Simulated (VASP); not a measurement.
A run of VASP 6.6.1:

Contents of INCAR:

```
SYSTEM = GaN
  PREC = Accurate
  ENCUT = 600
  EDIFF = 1E-6
  ISMEAR = 0
  SIGMA = 0.1
  LREAL = .FALSE.
  LASPH = .TRUE.
  NELM = 120
  ALGO = Normal
  ISIF = 2
  LWAVE = .FALSE.
  LCHARG = .FALSE.
  GGA = PE
  IVDW = 12
  NBANDS = 16
  GGA_COMPAT = .FALSE.
```

File KPOINTS:

```
regular mesh
0
G
  8 8 8
  0 0 0
```

Contents of POSCAR:

```
GaN
1.0
    0.0000000000      2.2535006100      2.2535006100
    2.2535006100      0.0000000000      2.2535006100
    2.2535006100      2.2535006100      0.0000000000
Ga N
1 1
Direct
    0.0000000000      0.0000000000      0.0000000000
    0.2500000000      0.2500000000      0.2500000000
```

Potentials or basis: VASP PAW PBE potentials, release 64 (Ga_d, N).

Command:

```bash
$ cat potpaw_PBE.64/Ga_d/POTCAR potpaw_PBE.64/N/POTCAR > POTCAR
$ mpirun -np 1 vasp_std > vasp.out
```

Hardware: 1 thread of AMD EPYC 7R43 64-Core Processor (Zen 3), on a shared host.

Task: How long does it take, and how much memory?

Result: Wall time 18 s on 1 thread of AMD EPYC 7R43 64-Core Processor (Zen 3), on a shared host, peak memory 0.14 GiB. Counts: scf iterations 13, k points 29.
